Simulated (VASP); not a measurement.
# HgSe (F-43m) in VASP: relaxation of cell and atoms with r2SCAN

Aim: the relaxation of cell and atoms of HgSe with r2SCAN.

Program: VASP 6.6.1. These are calculated values, not measurements. Logs are shortened: lines on timing, memory, paths and dates and some standing lists are left out, and cuts for length are marked.

### Step 1. The cell of the first run

It takes space group F-43m (No. 216, cubic). Conventional cell: a = 6.072 Å, b = 6.072 Å, c = 6.072 Å, α = 90.00°, β = 90.00°, γ = 90.00°. Within 3.5 Å of Hg (site symmetry -43m) lie 4 Se at 2.63 Å. Within 3.5 Å of Se (site symmetry -43m) lie 4 Hg at 2.63 Å.

### Step 2. Relaxation of cell and atoms, r2SCAN

Input file POSCAR:

```
HgSe
1.0
    0.0000000000      3.0360000000      3.0360000000
    3.0360000000      0.0000000000      3.0360000000
    3.0360000000      3.0360000000      0.0000000000
Hg Se
1 1
Direct
    0.0000000000      0.0000000000      0.0000000000
    0.7500000000      0.7500000000      0.7500000000
```

Input file INCAR.step1:

```
SYSTEM = HgSe
PREC = Accurate
ENCUT = 550
ISMEAR = 0
SIGMA = 0.1
LREAL = .False.
LASPH = .True.
NELM = 120
GGA = PE
ALGO = Normal
EDIFF = 1E-5
LWAVE = .True.
LCHARG = .False.
GGA_COMPAT = .False.
IBRION = 2
ISIF = 3
EDIFFG = -0.005
NELMIN = 4
NSW = 100
```

Input file INCAR.step2:

```
SYSTEM = HgSe
PREC = Accurate
ENCUT = 550
EDIFF = 1E-7
ISMEAR = 0
SIGMA = 0.1
LREAL = .False.
LASPH = .True.
NELM = 120
ALGO = Normal
ISIF = 3
LWAVE = .False.
LCHARG = .False.
METAGGA = R2SCAN
LMIXTAU = .True.
IBRION = 2
NSW = 100
EDIFFG = -0.005
ISTART = 1
GGA_COMPAT = .False.
NELMIN = 4
```

Input file KPOINTS:

```
Automatic mesh
0
Gamma
  12 12 12
  0 0 0
```

Potentials or basis: VASP PAW PBE potentials, release 64 (Hg, Se).

The run is started by

```sh
cat potpaw_PBE.64/Hg/POTCAR potpaw_PBE.64/Se/POTCAR > POTCAR
cp INCAR.step1 INCAR
mpirun -np 1 vasp_std > vasp.out
cp INCAR.step2 INCAR
mpirun -np 1 vasp_std > vasp.out
```

OUTCAR:

```text
SYSTEM = HgSe
   PREC = Accurate
   ENCUT = 550
   EDIFF = 1E-7
   ISMEAR = 0
   LREAL = .False.
   LASPH = .True.
   NELM = 120
   ISIF = 3
   METAGGA = R2SCAN
   IBRION = 2
   NSW = 100
   EDIFFG = -0.005
   ISTART = 1
   NELMIN = 4

 ion  position               nearest neighbor table
   1  0.000  0.000  0.000-   2 2.63   2 2.63   2 2.63   2 2.63
   2  0.750  0.750  0.750-   1 2.63   1 2.63   1 2.63   1 2.63

  LATTYP: Found a face centered cubic cell.
 ALAT       =     6.0720000000

  Lattice vectors:

 A1 = (   0.0000000000,   3.0360000000,   3.0360000000)
 A2 = (   3.0360000000,   0.0000000000,   3.0360000000)
 A3 = (   3.0360000000,   3.0360000000,   0.0000000000)

Analysis of symmetry for initial positions (statically):
=====================================================================
 Subroutine PRICEL returns:
 Original cell was already a primitive cell.

 Routine SETGRP: Setting up the symmetry group for a
 face centered cubic supercell.

 Subroutine GETGRP returns: Found 24 space group operations
 (whereof 24 operations were pure point group operations)
 out of a pool of 48 trial point group operations.

The static configuration has the point symmetry T_d .

Analysis of symmetry for dynamics (positions and initial velocities):
=====================================================================
 Subroutine PRICEL returns:
 Original cell was already a primitive cell.

 Routine SETGRP: Setting up the symmetry group for a
 face centered cubic supercell.

 Subroutine GETGRP returns: Found 24 space group operations
 (whereof 24 operations were pure point group operations)
 out of a pool of 48 trial point group operations.

The dynamic configuration has the point symmetry T_d .

 Subroutine INISYM returns: Found 24 space group operations
 (whereof 24 operations are pure point group operations),
 and found     1 'primitive' translations

----------------------------------------------------------------------------------------

                                     Primitive cell

  volume of cell :      55.9674

  direct lattice vectors                    reciprocal lattice vectors
     0.000000000  3.036000000  3.036000000    -0.164690382  0.164690382  0.164690382
     3.036000000  0.000000000  3.036000000     0.164690382 -0.164690382  0.164690382
     3.036000000  3.036000000  0.000000000     0.164690382  0.164690382 -0.164690382

  length of vectors
     4.293552375  4.293552375  4.293552375     0.285252109  0.285252109  0.285252109

  position of ions in fractional coordinates (direct lattice)
     0.000000000  0.000000000  0.000000000
     0.750000000  0.750000000  0.750000000

  ion indices of the primitive-cell ions
   primitive index   ion index
                 1           1
                 2           2

----------------------------------------------------------------------------------------

 KPOINTS: Automatic mesh

Automatic generation of k-mesh.
 Grid dimensions read from file:
 generate k-points for:   12   12   12

 Generating k-lattice:

  Cartesian coordinates                     Fractional coordinates (reciprocal lattice)
    -0.013724199  0.013724199  0.013724199     0.083333333  0.000000000  0.000000000
     0.013724199 -0.013724199  0.013724199     0.000000000  0.083333333  0.000000000
     0.013724199  0.013724199 -0.013724199     0.000000000  0.000000000  0.083333333

  Length of vectors
     0.023771009  0.023771009  0.023771009

  Shift w.r.t. Gamma in fractional coordinates (k-lattice)
     0.000000000  0.000000000  0.000000000

 Subroutine IBZKPT returns following result:
 ===========================================

 Found     72 irreducible k-points:

 Following reciprocal coordinates:
            Coordinates               Weight
  0.000000  0.000000  0.000000      1.000000
  0.083333  0.000000  0.000000      8.000000
  0.166667  0.000000  0.000000      8.000000
  0.250000  0.000000  0.000000      8.000000
  0.333333  0.000000  0.000000      8.000000
  0.416667  0.000000  0.000000      8.000000
[... 16 lines left out ...]
  0.500000  0.166667  0.000000     24.000000
 -0.416667  0.166667  0.000000     24.000000
 [... further k-points ...]
   k-points           NKPTS =     72   k-points in BZ     NKDIM =     72   number of bands    NBANDS=     13
   number of dos      NEDOS =    301   number of ions     NIONS =      2
   total plane-waves  NPLWV =  46656
   dimension x,y,z NGX =    36 NGY =   36 NGZ =   36
   dimension x,y,z NGXF=    72 NGYF=   72 NGZF=   72
   ions per type =               1   1
   NGX,Y,Z   is equivalent  to a cutoff of  13.94, 13.94, 13.94 a.u.
   NGXF,Y,Z  is equivalent  to a cutoff of  27.88, 27.88, 27.88 a.u.
 SYSTEM =  HgSe
   PREC   = accura    normal or accurate (medium, high low for compatibility)
   ISTART =      1    job   : 0-new  1-cont  2-samecut
   ICHARG =      0    charge: 1-file 2-atom 10-const
   ISPIN  =      1    spin polarized calculation?
   LNONCOLLINEAR =      F non collinear calculations
   LSORBIT =      F    spin-orbit coupling
   LASPH  =      T    aspherical Exc in radial PAW
   ENCUT  =  550.0 eV  40.42 Ry    6.36 a.u.   8.21  8.21  8.21*2*pi/ulx,y,z
   NELM   =    120;   NELMIN=  4; NELMDL=  0     # of ELM steps
   EDIFF  = 0.1E-06   stopping-criterion for ELM
   LREAL  =      F    real-space projection
   EDIFFG = -.5E-02   stopping-criterion for IOM
   NSW    =    100    number of steps for IOM
   IBRION =      2    ionic relax: 0-MD 1-quasi-New 2-CG
   NFREE  =      1    steps in history (QN), initial steepest desc. (CG)
   ISIF   =      3    stress and relaxation
   ISYM   =      2    0-nonsym 1-usesym 2-fastsym
   POTIM  = 0.5000    time-step for ionic-motion
   TEBEG  =    0.0;   TEEND  =   0.0 temperature during run
   PSTRESS=    0.0 pullay stress
   NELECT =      18.0000    total number of electrons
   NUPDOWN=      -1.0000    fix difference up-down
   EMIN   =  10.00;   EMAX   =-10.00  energy-range for DOS
   EFERMI =   0.00;   METHOD = LEGACY
   ISMEAR =     0;   SIGMA  =   0.10  broadening in eV -4-tet -1-fermi 0-gaus
   EFERMI_NEDOS =   21; number of points for ismear=-14 and -15
   IALGO  =     38    algorithm
   IMIX   =      4    mixing-type and parameters
     AMIX     =   0.40;   BMIX     =  1.00
     AMIX_MAG =   1.60;   BMIX_MAG =  1.00
  volume/ion in A,a.u.               =      27.98       188.84
  Fermi-wavevector in a.u.,A,eV,Ry     =   1.121641  2.119594 17.117200  1.258079
  Thomas-Fermi vector in A             =   2.258296
   LORBIT       =      0    0 simple, 1 ext, 2 COOP (PROOUT), +10 PAW based schemes
   METAGGA = R2SCAN    functional components
   LHFCALC =     F    Hartree Fock is set to
   AEXX    =    0.0000 exact exchange contribution
   IVDW    =     0    specifies the selected vdW correction
   LEPSILON=     F    determine dielectric tensor
   LRPA    =     F    only Hartree local field effects (RPA)
 conjugate gradient relaxation of ions
 non-spin polarized calculation
 Gauss-broadening in eV      SIGMA  =   0.10
  energy-cutoff  :      550.00
  volume of cell :       55.97
 maximum number of plane-waves:      1676
 NGX is ok and might be reduce to    36
   NGX = 17   NGY = 17   NGZ = 17

--------------------------------------- Ionic step        1  -------------------------------------------

 number of electron      17.9999999 magnetization

 Free energy of the ion-electron system (eV)
  ---------------------------------------------------
  ext. energy  EPLUGINS =         0.00000000
  ---------------------------------------------------
  free energy    TOTEN  =       -64.11542586 eV

  energy without entropy =      -64.11526921  energy(sigma->0) =      -64.11534754

------------------------ aborting loop because EDIFF is reached ----------------------------------------

  FORCE on cell =-STRESS in cart. coord.  units (eV):
  Direction    XX          YY          ZZ          XY          YZ          ZX
  --------------------------------------------------------------------------------------
  -------------------------------------------------------------------------------------
  Total        1.1879083      1.1879083      1.1879083      0.0000000      0.0000000      0.0000000
  in kB       34.0062081     34.0062081     34.0062081      0.0000000      0.0000000      0.0000000
  external PRESSURE =      34.0062081 kB  Pullay stress =       0.0000000 kB
[... 57 lines left out ...]
  energy  without entropy=      -64.1428027044  energy(sigma->0) =      -64.14288545

--------------------------------------- Ionic step        3  -------------------------------------------

 number of electron      18.0000001 magnetization

 Free energy of the ion-electron system (eV)
  ---------------------------------------------------
  ext. energy  EPLUGINS =         0.00000000
  ---------------------------------------------------
  free energy    TOTEN  =       -64.14917486 eV

  energy without entropy =      -64.14901191  energy(sigma->0) =      -64.14909338

 E-fermi :   1.0258     XC(G=0):  -9.3872

 val. band max:        0.9551056992   @ k =   0.0000   0.0000   0.0000
 cond. band min:       1.4249075409   @ k =   0.0833   0.0000   0.0000
 fundamental gap:      0.4698018416
 Fermi energy:         1.0257926861

 k-point     1 :       0.0000    0.0000    0.0000
  band No.  band energies     occupation
      1     -12.6169      2.00000
      2      -6.1497      2.00000
      3      -6.1497      2.00000
      4      -6.1497      2.00000
      5      -5.4487      2.00000
      6      -5.4487      2.00000
      7       0.2479      2.00000
      8       0.9551      1.68253
      9       0.9551      1.68253
     10       0.9551      1.68253
     11       6.9558      0.00000
     12       6.9558      0.00000
     13       6.9558      0.00000
[... 353 lines left out ...]
 k-point    24 :      -0.4167    0.1667    0.0000
  band No.  band energies     occupation
      1     -12.1404      2.00000
      2      -5.9557      2.00000
      3      -5.9213      2.00000
      4      -5.4646      2.00000
      5      -5.4215      2.00000
      6      -5.1441      2.00000
      7      -4.1098      2.00000
      8      -0.9558      2.00000
      9      -0.1603      2.00000
     10       3.3744      0.00000
     11       6.8292      0.00000
     12       8.1863      0.00000
     13       8.1973      0.00000

 [... further k-points ...]

------------------------ aborting loop because EDIFF is reached ----------------------------------------

  FORCE on cell =-STRESS in cart. coord.  units (eV):
  Direction    XX          YY          ZZ          XY          YZ          ZX
  --------------------------------------------------------------------------------------
  -------------------------------------------------------------------------------------
  Total        0.0031958      0.0031958      0.0031958      0.0000000      0.0000000     -0.0000000
  in kB        0.0862926      0.0862926      0.0862926      0.0000000      0.0000000     -0.0000000
  external PRESSURE =       0.0862926 kB  Pullay stress =       0.0000000 kB
[... 17 lines left out ...]
  FREE ENERGIE OF THE ION-ELECTRON SYSTEM (eV)
  ---------------------------------------------------
  free  energy   TOTEN  =       -64.1491748624 eV

  energy  without entropy=      -64.1490119058  energy(sigma->0) =      -64.14909338

 reached required accuracy - stopping structural energy minimisation
```

Wall time 11 min (1 thread of AMD EPYC 9R45 (Zen 5), shared host); peak memory 0.24 GiB.

Results:

```
Free energy                            : -64.1492 eV
Relaxed volume                         : 29.67 Å³/atom
Relaxed cell                           : a = 4.378 Å, b = 4.378 Å, c = 4.378 Å, α = 60.00°, β = 60.00°, γ = 60.00°
Space group after relaxing (to 0.05 Å) : F-43m (No. 216)
Energy gained by relaxing              : 16.9 meV/atom
Ionic steps                            : 3
Pressure after relaxing                : 0.0 GPa
Band gap on the k mesh                 : zero (filled and empty bands touch)
```

Step by step:
```csv
step,energy change (eV),largest force (eV/Å),pressure (GPa),volume (Å³)
1,0.0000,0.0000,3.40,55.97
2,-0.0275,0.0000,-1.23,60.92
3,-0.0337,0.0000,0.01,59.34
```

Final structure:
```
Hg Se
1.0
     0.00000    3.09573    3.09573
     3.09573    0.00000    3.09573
     3.09573    3.09573    0.00000
Hg Se
1 1
Direct
  0.00000 0.00000 0.00000
  0.75000 0.75000 0.75000
```

Caveat: the PAW data sets were made with another functional, which shifts forces and pressure a little; spin-orbit coupling is left out, which moves the levels of the heavy elements. Zero-point motion and thermal expansion aren't in these numbers.
